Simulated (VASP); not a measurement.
Set up this calculation in VASP 6.6.1, as the native input.

```yaml
Task: single point
Functional: LDA
Potentials_or_basis: VASP PAW LDA potentials, release 64 (Si)
Cutoff: 520 eV
k_mesh: 10 × 10 × 6
Occupations: gaussian, width 0.05 eV
Spin: no spin polarisation
Dipole_correction: no
Further_INCAR_settings: ALGO = Normal; EDIFF = 1e-06; NBANDS = 16
```

The structure of Si lies in POSCAR:

```
Si
1.0
    0.0000000000     -2.7007989451     -2.7007989451
    0.0000000000      2.7007989451     -2.7007989451
    5.4015978902      0.0000000000      0.0000000000
Si
4
Direct
    0.5000000000      0.5000000000      0.0000000000
    0.0000000000      0.0000000000      0.5000000000
    0.0000000000      0.5000000000      0.2500000000
    0.5000000000      0.0000000000      0.7500000000
```

One way to write it, as run:

INCAR

```
SYSTEM = Si
PREC = Accurate ; ENCUT = 520
EDIFF = 1E-6 ; ISMEAR = 0
SIGMA = 0.05 ; LREAL = .FALSE.
LASPH = .TRUE. ; NELM = 80
ALGO = Normal ; ISIF = 2
LWAVE = .FALSE. ; LCHARG = .FALSE.
NBANDS = 16
```

KPOINTS

```
regular mesh
0
G
  10 10 6
  0 0 0
```

Potentials or basis: VASP PAW LDA potentials, release 64 (Si).

Run with:

```sh
$ cat potpaw_LDA.64/Si/POTCAR > POTCAR
$ mpirun -np 1 vasp_std > vasp.out
```

Results of the run:

The pressure is 0.1 GPa and the band gap on the k mesh is 0.44 eV.

Wall time 36 s on 1 thread of Intel(R) Xeon(R) Platinum 8488C (Sapphire Rapids) (shared host), peak memory 0.19 GiB.
